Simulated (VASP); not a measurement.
## TiO2: single point with PBE+U

Crystal: TiO2.

```
Ti O
1.0
    -1.87917    1.87917    4.59006
     1.87917   -1.87917    4.59006
     1.87917    1.87917   -4.59006
Ti O
2 4
Direct
  0.00000 0.00000 0.00000
  0.75000 0.25000 0.50000
  0.21324 0.21324 0.00000
  0.96324 0.46324 0.50000
  0.53676 0.03676 0.50000
  0.78676 0.78676 0.00000
```

This cell differs from its parent crystal: volume scaled by 0.91, then relaxed in part.

```yaml
Program: VASP 6.6.1
Task: single point
Functional: PBE
Potentials_or_basis: VASP PAW PBE potentials, release 64 (Ti_sv, O)
Cutoff: 520 eV
k_mesh: 8 × 8 × 8
Occupations: gaussian, width 0.02 eV
Spin: no spin polarisation
Hubbard_terms: Ti d U = 4.0 eV
```

| Property | Result |
| --- | --- |
| Pressure | 23.9 GPa |
| Largest force | 0.201 eV/Å |
| Band gap on the k mesh | 2.62 eV, indirect (least direct gap 3.10 eV) |

Forces on the atoms (eV/Å):
```
Ti   0.000  0.000  0.000
Ti   0.000  0.000  0.000
O    0.000  0.000  0.201
O    0.000  0.000  0.201
O    0.000  0.000 -0.201
O    0.000  0.000 -0.201
```

Stress tensor (GPa, compression positive):
```
24.33  0.00  0.00
 0.00 24.33  0.00
 0.00  0.00 23.19
```

Levels at points of the mesh, in eV from the valence-band top:
```tsv
k point	band 22	band 23	band 24	band 25	band 26	band 27
(0.00, 0.00, 0.00)	-0.73	-0.62	-0.62	2.62	3.55	4.32
(0.50, 0.00, 0.00)	-1.12	-0.99	-0.72	3.88	3.97	4.17
(0.50, 0.50, 0.00)	-2.28	0.00	0.00	4.13	4.13	4.53
(0.50, 0.50, 0.50)	-1.42	-0.27	-0.27	3.06	3.06	4.39
```

Eigenvalues of the final occupation matrices:
```csv
site,spin,trace,eigenvalues
site 1 d,1,0.85,0.11 0.11 0.11 0.26 0.26
site 1 d,2,0.85,0.11 0.11 0.11 0.26 0.26
site 2 d,1,0.85,0.11 0.11 0.11 0.26 0.26
site 2 d,2,0.85,0.11 0.11 0.11 0.26 0.26
```

Wall time 2.1 min on 1 thread of AMD EPYC 9R45 96-Core Processor (Zen 5), on a shared host, peak memory 0.26 GiB.

 A k mesh can miss the band edges.
